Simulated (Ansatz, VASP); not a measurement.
## Two plane-wave programs on C

File INCAR:

```
SYSTEM = C
ALGO = Normal ; EDIFF = 1E-7
ENCUT = 520 ; GGA = PE
ISIF = 2 ; ISMEAR = 0
IVDW = 12 ; LASPH = .TRUE.
LCHARG = .TRUE. ; LELF = .TRUE.
LREAL = .FALSE. ; LVHAR = .TRUE.
LWAVE = .FALSE. ; NBANDS = 31
NELM = 80 ; PREC = Accurate
SIGMA = 0.05
```

File KPOINTS:

```
k-points
0
G
  7 11 3
  0 0 0
```

File POSCAR:

```
C
1.0
    0.0000000000      1.4231666446     -3.3613878322
   -2.4649969361      0.0000000000      0.0000000000
    2.6704133475     11.1858015879      1.8684365098
C
10
Direct
    0.1295233940      0.4367072669      0.7723451695
    0.7332241008      0.6643367584      0.0593877770
    0.8322989241      0.3574293856      0.2376271251
   -0.0686262526      1.0505220127      0.4158664732
    0.0304485707      0.7436146398      0.5941058214
    0.7658507225      0.2287558687      0.1188515711
   -0.1350744543      0.9218484958      0.2970909192
   -0.0359996310      0.6149411229      0.4753302673
    0.0630751923      1.3080337500      0.6535696154
    0.1621500156      1.0011263771      0.8318089635
```

Input for Ansatz:

```yaml
crystal:
  lattice:
    - [0.0, 1.4231666446, -3.3613878322]
    - [-2.4649969361, 0.0, 0.0]
    - [2.6704133475, 11.1858015879, 1.8684365098]
  atoms:
    - { symbol: C, position: [0.129523394, 0.4367072669, 0.7723451695] }
    - { symbol: C, position: [0.7332241008, 0.6643367584, 0.059387777] }
    - { symbol: C, position: [0.8322989241, 0.3574293856, 0.2376271251] }
    - { symbol: C, position: [-0.0686262526, 1.0505220127, 0.4158664732] }
    - { symbol: C, position: [0.0304485707, 0.7436146398, 0.5941058214] }
    - { symbol: C, position: [0.7658507225, 0.2287558687, 0.1188515711] }
    - { symbol: C, position: [-0.1350744543, 0.9218484958, 0.2970909192] }
    - { symbol: C, position: [-0.035999631, 0.6149411229, 0.4753302673] }
    - { symbol: C, position: [0.0630751923, 1.30803375, 0.6535696154] }
    - { symbol: C, position: [0.1621500156, 1.0011263771, 0.8318089635] }
basis:
  ecutwfc: 520.0
kpoints:
  mp_grid: { grid: [7, 11, 3] }
hamiltonian:
  xc: pbe
  dispersion: d3bj
scf:
  occupations: { method: gaussian, width: 0.05 }
output:
  forces: true
  stress: true
  eigenvalues: true
  write_density: true
  write_potential: true
  elf: true
  volumetric_format: npy
```

Alike in both runs: task single point; functional PBE; dispersion D3(BJ); k mesh 7 × 11 × 3; occupations gaussian, width 0.05 eV; no spin polarisation.

|  | VASP | Ansatz |
| --- | --- | --- |
| version | VASP 6.6.1 | Ansatz 0.2.0 |
| potentials or method | VASP PAW PBE potentials, release 64 (C), cutoff 520 eV | scalar-relativistic, plane waves, PAW |
| valence electrons in the cell | 40 | 40 |

Ansatz gave:

```
gap on the k mesh at the Fermi level (eV)                     : 0.08
least direct gap on the mesh (eV)                             : 0.08
pressure (GPa)                                                : -2.2
traceless stress, the component that is largest in VASP (GPa) : 1.36
rms of the force components (eV/Å)                            : 0.684
```

Q: Estimate VASP's values.

A: gap on the k mesh at the Fermi level (eV): 0.07; least direct gap on the mesh (eV): 0.07; pressure (GPa): -1.8; traceless stress, the component that is largest in VASP (GPa): 1.54; rms of the force components (eV/Å): 0.681.

Atom by atom the forces differ by 0.012 eV/Å (rms over components).
